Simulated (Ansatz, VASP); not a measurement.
**One calculation of Ge, two programs**

```
CELL_PARAMETERS angstrom
-2.63484 2.63484 1.43253
2.63484 -2.63484 1.43253
2.58335 2.58335 -1.43253
ATOMIC_POSITIONS crystal
Ge 0.25000 0.75000 0.50000
Ge 0.50000 0.50000 0.00000
```

Alike in both runs: task single point; functional PBE; k mesh 14 × 14 × 14; occupations gaussian, width 0.1 eV; no spin polarisation.

```csv
,VASP,Ansatz
version,VASP 6.6.1,Ansatz 0.2.0
potentials or method,"VASP PAW PBE potentials, release 64 (Ge_d), cutoff 520 eV","scalar-relativistic, plane waves, PAW"
valence electrons in the cell,28,28
```

|  | VASP | Ansatz | Ansatz less VASP |
| --- | --- | --- | --- |
| gap on the k mesh at the Fermi level (eV) | none | none | - |
| pressure (GPa) | -0.7 | -0.7 | -0.01 |
| traceless stress, the component that is largest in VASP (GPa) | 0.74 | 0.74 | -0.001 |

A gap of «none» marks a metal or a gap that the smearing closes.
